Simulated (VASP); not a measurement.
The system is As.

```
CELL_PARAMETERS angstrom
0.00000 2.91252 2.91252
2.91252 0.00000 2.91252
2.91252 2.91252 0.00000
ATOMIC_POSITIONS crystal
As 0.12500 0.12500 0.12500
As 0.87500 0.87500 0.87500
```

```yaml
Program: VASP 6.6.1
Task: relaxation of cell and atoms
Functional: BLYP
Potentials_or_basis: VASP PAW PBE potentials, release 64 (As)
Cutoff: 600 eV
k_mesh: 9 × 9 × 9
Occupations: fermi-dirac, width 0.1 eV
Spin: no spin polarisation
```

At the start: pressure 13.7 GPa; volume 24.71 Å³/atom.

Q: How do energy, volume and symmetry change on relaxing?

A: Over 5 steps the energy falls by 221.5 meV/atom and the volume is 30.87 Å³/atom (+24.9 %); space group Fd-3m (No. 227, to 0.05 Å).

Step by step:
| step | energy change (eV) | largest force (eV/Å) | pressure (GPa) | volume (Å³) |
| --- | --- | --- | --- | --- |
| 1 | 0.0000 | 0.0000 | 13.66 | 49.41 |
| 2 | -0.4086 | 0.0000 | -2.41 | 66.06 |
| 3 | -0.4429 | 0.0000 | 0.09 | 61.61 |
| 4 | -0.4429 | 0.0000 | -0.08 | 61.87 |
| 5 | -0.4430 | 0.0000 | 0.00 | 61.74 |

Final structure:
```yaml
crystal:
  lattice:
    - [0.00000, 3.13695, 3.13695]
    - [3.13695, 0.00000, 3.13695]
    - [3.13695, 3.13695, 0.00000]
  atoms:
    - { symbol: As, position: [0.12500, 0.12500, 0.12500] }
    - { symbol: As, position: [0.87500, 0.87500, 0.87500] }
```

Caveat: the volume moved by over 15 % at a fixed basis, so the end points are rough; the PAW data sets were made with another functional, which shifts forces and pressure a little.
